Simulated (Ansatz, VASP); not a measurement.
# InSe in VASP and in Ansatz

```
CELL_PARAMETERS angstrom
5.86790 -2.05500 0.00000
5.86790 2.05500 0.00000
-1.59942 0.00000 4.23718
ATOMIC_POSITIONS crystal
In 0.88400 0.88400 0.00500
In 0.11600 0.11600 0.99500
Se 0.66000 0.66000 0.64200
Se 0.34000 0.34000 0.35800
```

Change from the starting cell: zz strain of -2 %.

Alike in both runs: task single point; functional PBE; k mesh 7 × 7 × 6; occupations fermi-dirac, width 0.02 eV; no spin polarisation.

|  | VASP | Ansatz |
| --- | --- | --- |
| version | VASP 6.6.1 | Ansatz 0.2.0 |
| potentials or method | VASP PAW PBE potentials, release 64 (In_d, Se), cutoff 520 eV | all-electron LAPW, scalar-relativistic |

|  | VASP | Ansatz | Ansatz less VASP |
| --- | --- | --- | --- |
| gap on the k mesh at the Fermi level (eV) | 0.94 | 0.94 | +0.005 |
| pressure (GPa) | 4.2 | 4.1 | -0.06 |
| traceless stress, the component that is largest in VASP (GPa) | 2.81 | 2.79 | -0.015 |
| rms of the force components (eV/Å) | 0.437 | 0.434 | -0.0026 |

Atom by atom the forces differ by 0.007 eV/Å (rms over components). Ansatz ran all-electron here, and VASP with PAW potentials.
